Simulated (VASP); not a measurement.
Write the native input for VASP 6.6.1 that does the following.

| Item | Value |
| --- | --- |
| Task | single point |
| Functional | LDA |
| Potentials or basis | VASP PAW LDA potentials, release 64 (Rh_pv) |
| Cutoff | 520 eV |
| k mesh | 22 × 22 × 22 |
| Occupations | gaussian, width 0.15 eV |
| Spin | no spin polarisation |
| Dipole correction | no |
| Further INCAR settings | ALGO = Fast; EDIFF = 1e-07; NBANDS = 14 |

The structure of Rh lies in POSCAR:

```
Rh
1.0
    0.0000000000      1.9529266280      1.5490614014
    1.9529266280      0.0000000000      1.5490614014
    1.9529266280      1.9529266280      0.0000000000
Rh
1
Direct
    0.0000000000      0.0000000000      0.0000000000
```

One way to write it, as run:

INCAR

```
  ALGO = Fast
  EDIFF = 1E-7
  ENCUT = 520
  ISIF = 2
  ISMEAR = 0
  LASPH = True
  LCHARG = False
  LREAL = False
  LWAVE = False
  NBANDS = 14
  NELM = 80
  PREC = Accurate
  SIGMA = 0.15
```

KPOINTS

```
k-points
0
Gamma
  22 22 22
```

Potentials or basis: VASP PAW LDA potentials, release 64 (Rh_pv).

Launch:

```sh
$ cat potpaw_LDA.64/Rh_pv/POTCAR > POTCAR
$ mpirun -np 1 vasp_std > vasp.out
```

It gave:

```json
{
 "Pressure": "56.1 GPa",
 "Band gap on the k mesh": "zero (an odd number of electrons rules out a gap without spin polarisation)"
}
```

Caveat: the stress differs along the axes, from 42 to 84 GPa.

Run time: 110 s on 1 thread of AMD EPYC 9R14 (Zen 4), on a shared host, peak memory 0.2 GiB.
